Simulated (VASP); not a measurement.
# Hf (P6_3/mmc) in VASP: notebook, part 2 of 2

VASP 6.6.1.

**5. Single point, PBE (volume scaled by 0.5)**

INCAR

```
SYSTEM = Hf
PREC = Accurate
ENCUT = 520
EDIFF = 1E-6
ISMEAR = -1
SIGMA = 0.05
LREAL = .FALSE.
LASPH = .TRUE.
NELM = 80
ALGO = Normal
ISIF = 2
LWAVE = .FALSE.
LCHARG = .TRUE.
GGA = PE
LELF = .TRUE.
LVHAR = .TRUE.
NBANDS = 17
```

KPOINTS

```
regular mesh
0
G
  14 14 8
  0 0 0
```

POSCAR

```
Hf
1.0
    2.4605675821      0.0000000000      0.0000000000
   -1.2302837911      2.1309140338      0.0000000000
    0.0000000000      0.0000000000      4.2951379643
Hf
2
Direct
    0.3333333333      0.6666666667      0.2500000000
    0.6666666667      0.3333333333      0.7500000000
```

Potentials or basis: VASP PAW PBE potentials, release 64 (Hf_pv).

Started as:

```sh
> cat potpaw_PBE.64/Hf_pv/POTCAR > POTCAR
> mpirun -np 1 vasp_std > vasp.out
```

OUTCAR:

```text
SYSTEM = Hf
   PREC = Accurate
   ENCUT = 520
   EDIFF = 1E-6
   ISMEAR = -1
   LREAL = .FALSE.
   LASPH = .TRUE.
   NELM = 80
   ISIF = 2
   GGA = PE

 ion  position               nearest neighbor table
   1  0.333  0.667  0.250-   2 2.57   2 2.57   2 2.57   2 2.57   2 2.57   2 2.57   2 3.56   2 3.56
                             2 3.56   2 3.56   2 3.56   2 3.56
   2  0.667  0.333  0.750-   1 2.57   1 2.57   1 2.57   1 2.57   1 2.57   1 2.57   1 3.56   1 3.56
                             1 3.56   1 3.56   1 3.56   1 3.56

  LATTYP: Found a hexagonal cell.
 ALAT       =     2.4605675821
 C/A-ratio  =     1.7455882925

  Lattice vectors:

 A1 = (   2.4605675821,   0.0000000000,   0.0000000000)
 A2 = (  -1.2302837911,   2.1309140338,   0.0000000000)
 A3 = (   0.0000000000,   0.0000000000,   4.2951379643)

Analysis of symmetry for initial positions (statically):
=====================================================================
 Subroutine PRICEL returns:
 Original cell was already a primitive cell.

 Routine SETGRP: Setting up the symmetry group for a
 hexagonal supercell.

 Subroutine GETGRP returns: Found 24 space group operations
 (whereof 12 operations were pure point group operations)
 out of a pool of 24 trial point group operations.

The static configuration has the point symmetry D_3d.
 The point group associated with its full space group is D_6h.

Analysis of symmetry for dynamics (positions and initial velocities):
=====================================================================
 Subroutine PRICEL returns:
 Original cell was already a primitive cell.

 Routine SETGRP: Setting up the symmetry group for a
 hexagonal supercell.

 Subroutine GETGRP returns: Found 24 space group operations
 (whereof 12 operations were pure point group operations)
 out of a pool of 24 trial point group operations.

The dynamic configuration has the point symmetry D_3d.
 The point group associated with its full space group is D_6h.
[... 109 lines left out ...]
   PSTRESS=    0.0 pullay stress
   NELECT =      20.0000    total number of electrons
   NUPDOWN=      -1.0000    fix difference up-down
   EMIN   =  10.00;   EMAX   =-10.00  energy-range for DOS
   EFERMI =   0.00;   METHOD = LEGACY
   ISMEAR =    -1;   SIGMA  =   0.05  broadening in eV -4-tet -1-fermi 0-gaus
   EFERMI_NEDOS =   21; number of points for ismear=-14 and -15
   IALGO  =     38    algorithm
   IMIX   =      4    mixing-type and parameters
     AMIX     =   0.40;   BMIX     =  1.00
     AMIX_MAG =   1.60;   BMIX_MAG =  1.00
  volume/ion in A,a.u.               =      11.26        75.99
  Fermi-wavevector in a.u.,A,eV,Ry     =   1.573592  2.973657 33.690620  2.476191
  Thomas-Fermi vector in A             =   2.674853
   LORBIT       =      0    0 simple, 1 ext, 2 COOP (PROOUT), +10 PAW based schemes
   GGA     = PE    functional components
   LHFCALC =     F    Hartree Fock is set to
   AEXX    =    0.0000 exact exchange contribution
   IVDW    =     0    specifies the selected vdW correction
   LEPSILON=     F    determine dielectric tensor
   LRPA    =     F    only Hartree local field effects (RPA)
 non-spin polarized calculation
  energy-cutoff  :      520.00
  volume of cell :       22.52
 maximum number of plane-waves:       622
   NGX =  9   NGY =  9   NGZ = 15

 number of electron      19.9999999 magnetization

 Free energy of the ion-electron system (eV)
  ---------------------------------------------------
  ext. energy  EPLUGINS =         0.00000000
  ---------------------------------------------------
  free energy    TOTEN  =       -10.10685678 eV

  energy without entropy =      -10.09824455  energy(sigma->0) =      -10.10255067

 E-fermi :  10.7752     XC(G=0): -14.8529

 val. band max:       10.7622529909   @ k =   0.3571   0.1429   0.2500
 cond. band min:      10.8198014956   @ k =   0.0000   0.0000   0.5000
 fundamental gap:      0.0575485046
 Fermi energy:        10.7751633142

 k-point     1 :       0.0000    0.0000    0.0000
  band No.  band energies     occupation
      1     -22.3065      2.00000
      2     -17.0744      2.00000
      3     -17.0061      2.00000
      4     -17.0061      2.00000
      5     -16.4940      2.00000
      6     -16.4940      2.00000
[... 457 lines left out ...]
      4     -19.6286      2.00000
      5     -19.0455      2.00000
      6     -18.6177      2.00000
[... 9 lines left out ...]
     16      19.9541      0.00000
     17      24.9144      0.00000

 [... further k-points ...]
[... 5 lines left out ...]
  --------------------------------------------------------------------------------------
  -------------------------------------------------------------------------------------
  Total       33.0885752     33.0885752     32.9874743     -0.0000000      0.0000000      0.0000000
  in kB     2354.0208433   2354.0208432   2346.8282206     -0.0000001      0.0000000      0.0000000
  external PRESSURE =    2351.6233023 kB  Pullay stress =       0.0000000 kB

 VOLUME and BASIS-vectors are now :
 -----------------------------------------------------------------------------
  energy-cutoff  :      520.00
  volume of cell :       22.52
      direct lattice vectors                 reciprocal lattice vectors
     2.460567582  0.000000000  0.000000000     0.406410296  0.234641094  0.000000000
    -1.230283791  2.130914034  0.000000000     0.000000000  0.469282188  0.000000000
     0.000000000  0.000000000  4.295137964     0.000000000  0.000000000  0.232821392

 POSITION                                       TOTAL-FORCE (eV/Angst)
 -----------------------------------------------------------------------------------
     -0.00000      1.42061      1.07378         0.000000     -0.000000      0.000000
      1.23028      0.71030      3.22135        -0.000000      0.000000      0.000000
 -----------------------------------------------------------------------------------
    total drift:                                0.000000     -0.000000      0.000000

  FREE ENERGIE OF THE ION-ELECTRON SYSTEM (eV)
  ---------------------------------------------------
  free  energy   TOTEN  =       -10.1068567800 eV

  energy  without entropy=      -10.0982445527  energy(sigma->0) =      -10.10255067
```

OSZICAR:

```text
N       E                     dE             d eps       ncg     rms          rms(c)
DAV:   1     0.702936510045E+02    0.70294E+02   -0.11827E+04  4104   0.123E+03
DAV:   2    -0.893137387218E+01   -0.79225E+02   -0.76753E+02  5305   0.279E+02
DAV:   3    -0.105719568756E+02   -0.16406E+01   -0.16203E+01  4634   0.281E+01
DAV:   4    -0.105771134661E+02   -0.51566E-02   -0.51555E-02  5214   0.176E+00
DAV:   5    -0.105771275855E+02   -0.14119E-04   -0.14119E-04  4705   0.826E-02    0.105E+02
DAV:   6    -0.102438221354E+02    0.33331E+00   -0.99044E-02  4680   0.243E+00    0.623E+01
DAV:   7    -0.101073371866E+02    0.13648E+00   -0.17326E-01  4789   0.300E+00    0.195E+00
DAV:   8    -0.101068355960E+02    0.50159E-03   -0.85394E-03  5106   0.680E-01    0.339E-01
DAV:   9    -0.101068539524E+02   -0.18356E-04   -0.18093E-04  5027   0.107E-01    0.948E-02
DAV:  10    -0.101068560647E+02   -0.21123E-05   -0.67727E-06  5140   0.215E-02    0.284E-02
DAV:  11    -0.101068567800E+02   -0.71531E-06   -0.22165E-07  2689   0.371E-03
   1 F= -.10106857E+02 E0= -.10102551E+02  d E =-.861223E-02
```

Wall time 28 s (1 thread of Intel Xeon 6975P-C, shared host); peak memory 0.16 GiB.

Results:

| Quantity | Value |
| --- | --- |
| Free energy | -10.1069 eV |
| Pressure | 235.2 GPa |
| Band gap on the k mesh | zero (band 10 reaches 12.04 eV, above the bottom of band 11 at 10.31 eV) |

Levels at points of the mesh, in eV from the Fermi level:
```csv
k point,band 6,band 7,band 8,band 9,band 10,band 11,band 12,band 13,band 14,band 15
"(0.00, 0.00, 0.00)",-27.27,-8.15,-5.84,-0.39,1.26,1.26,2.65,2.65,5.35,5.70
"(0.50, 0.00, 0.00)",-28.22,-6.55,-5.64,-4.84,1.05,1.25,2.78,3.22,12.30,13.55
"(0.00, 0.00, 0.50)",-27.53,-5.32,-5.32,0.04,0.04,1.33,1.33,1.33,1.33,9.32
"(0.50, 0.00, 0.50)",-28.74,-6.54,-6.54,-3.96,-3.96,5.09,5.09,6.32,6.32,12.90
```

Caveat: spin-orbit coupling is left out, which moves the levels of the heavy elements.

**6. Single point, PBE (volume scaled by 0.58)**

INCAR

```
SYSTEM = Hf
ALGO = Normal
EDIFF = 1E-6
ENCUT = 520
GGA = PE
ISIF = 2
ISMEAR = -1
LASPH = .TRUE.
LCHARG = .FALSE.
LREAL = .FALSE.
LWAVE = .FALSE.
NBANDS = 17
NELM = 100
PREC = Accurate
SIGMA = 0.05
```

KPOINTS

```
k-points
0
G
  14 14 8
  0 0 0
```

POSCAR

```
Hf
1.0
    2.6058424785      0.0000000000      0.0000000000
   -1.3029212392      2.2567257846      0.0000000000
    0.0000000000      0.0000000000      4.4423153483
Hf
2
Direct
    0.3333333333      0.6666666667      0.2500000000
    0.6666666667      0.3333333333      0.7500000000
```

Potentials or basis: VASP PAW PBE potentials, release 64 (Hf_pv).

Started as:

```sh
> cat potpaw_PBE.64/Hf_pv/POTCAR > POTCAR
> mpirun -np 1 vasp_std > vasp.out
```

Run time: 24 s. Hardware: 1 thread of Intel Xeon 6975P-C, shared host; peak memory 0.17 GiB.

It converged, with:

```
Free energy            : -14.2474 eV
Pressure               : 142.0 GPa
Band gap on the k mesh : zero (band 10 reaches 10.87 eV, above the bottom of band 11 at 8.93 eV)
```

Stress tensor (GPa, compression positive):
```
142.15   0.00   0.00
  0.00 142.15   0.00
  0.00   0.00 141.82
```

Levels at points of the mesh, in eV from the Fermi level:
```
           k point  band 7  band 8  band 9  band 10  band 11  band 12  band 13  band 14
(0.00, 0.00, 0.00)   -8.39   -5.48    0.35     1.32     1.32     2.59     2.59     3.71
(0.50, 0.00, 0.00)   -5.45   -4.66   -4.36     1.14     1.17     1.96     2.57    10.89
(0.00, 0.00, 0.50)   -5.62   -5.62   -0.14    -0.14     1.34     1.34     1.34     1.34
(0.50, 0.00, 0.50)   -5.64   -5.64   -2.97    -2.97     4.49     4.49     4.85     4.85
```

Caveat: spin-orbit coupling is left out, which moves the levels of the heavy elements.

**7. The runs side by side**

| cell | gap on the mesh (eV) | pressure (GPa) |
| --- | --- | --- |
| a = 2.343, b = 2.343, c = 4.072 Å, angles 90.0, 90.0, 120.0°, 2 atoms | none | 387.3 |
| a = 2.461, b = 2.461, c = 4.295 Å, angles 90.0, 90.0, 120.0°, 2 atoms | none | 235.2 |
| a = 2.606, b = 2.606, c = 4.442 Å, angles 90.0, 90.0, 120.0°, 2 atoms | none | 142.0 |

Alike in all rows: task single point; level PBE; potentials or basis VASP PAW PBE potentials, release 64 (Hf_pv); no spin polarisation; k mesh 14 × 14 × 8; cutoff (eV) 520; smearing fermi-dirac 0.05 eV.

Caveats: spin-orbit coupling is left out, which moves the levels of the heavy elements.

Absolute energies hang on the potentials; compare differences alone.
